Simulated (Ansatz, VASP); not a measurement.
Hg: VASP beside Ansatz

The input INCAR:

```
ALGO     = Normal         # electronic algorithm
EDIFF    = 1E-6           # SCF threshold, eV
ENCUT    = 550            # plane-wave cutoff, eV
GGA      = PE             # functional
GGA_COMPAT= F            
ISIF     = 2              # what is computed and relaxed
ISMEAR   = 1              # smearing method
LASPH    = T              # aspherical terms in the spheres
LCHARG   = F              # write CHGCAR
LREAL    = F              # projectors in reciprocal space
LWAVE    = F              # write WAVECAR
NBANDS   = 37             # bands
NELM     = 120            # most SCF steps
PREC     = Accurate       # precision mode
SIGMA    = 0.1            # smearing width, eV
```

KPOINTS

```
k-points
0
Gamma
  3 3 2
```

File POSCAR:

```
Hg
1.0
    4.5400020208      0.0000000000      0.0000000000
   -2.2700010104      3.9317570832      0.0000000000
    0.0000000000      0.0000000000      3.8700000000
Hg
3
Direct
    0.3333333333      0.6666666667      0.5000000000
    0.0000000000      0.0000000000      0.0000000000
    0.6666666667      0.3333333333      0.5000000000
```

Input for Ansatz:

```yaml
crystal:
  lattice:
    - [4.5400020208, 0.0, 0.0]
    - [-2.2700010104, 3.9317570832, 0.0]
    - [0.0, 0.0, 3.87]
  atoms:
    - { symbol: Hg, position: [0.3333333333, 0.6666666667, 0.5] }
    - { symbol: Hg, position: [0.0, 0.0, 0.0] }
    - { symbol: Hg, position: [0.6666666667, 0.3333333333, 0.5] }
basis:
  ecutwfc: "19 Ha"
kpoints:
  mp_grid: { grid: [3, 3, 2] }
  band_path: { path: [[0, 0, 0], [0.5, 0, 0], [0.5, 0.5, 0.5]], npoints: 4 }
hamiltonian:
  xc: pbe
scf:
  occupations: { method: methfessel_paxton }
  mixing: { q_tf: 0.44 }
  initial_density: { chi_scale: 0, normalization: atom }
  max_iter: 58
output:
  forces: true
  stress: true
  eigenvalues: true
```

Alike in both runs: task single point; functional PBE; k mesh 3 × 3 × 2; no spin polarisation.

|  | VASP | Ansatz |
| --- | --- | --- |
| version | VASP 6.6.1 | Ansatz 0.2.0 |
| potentials or method | VASP PAW PBE potentials, release 64 (Hg_sv_GW), cutoff 550 eV | scalar-relativistic, plane waves, PAW |
| occupations | methfessel-paxton of order 1, width 0.1 eV | methfessel-paxton of order 1 |
| valence electrons in the cell | 60 | 60 |

```csv
,VASP,Ansatz,Ansatz less VASP
gap on the k mesh at the Fermi level (eV),none,none,-
pressure (GPa),9.4,9.7,+0.30
"traceless stress, the component that is largest in VASP (GPa)",-10.37,-10.31,+0.061
```

A gap of «none» marks a metal or a gap that the smearing closes.

The k mesh is coarse, so the values compare programs but aren't converged. Spin-orbit coupling is off throughout.
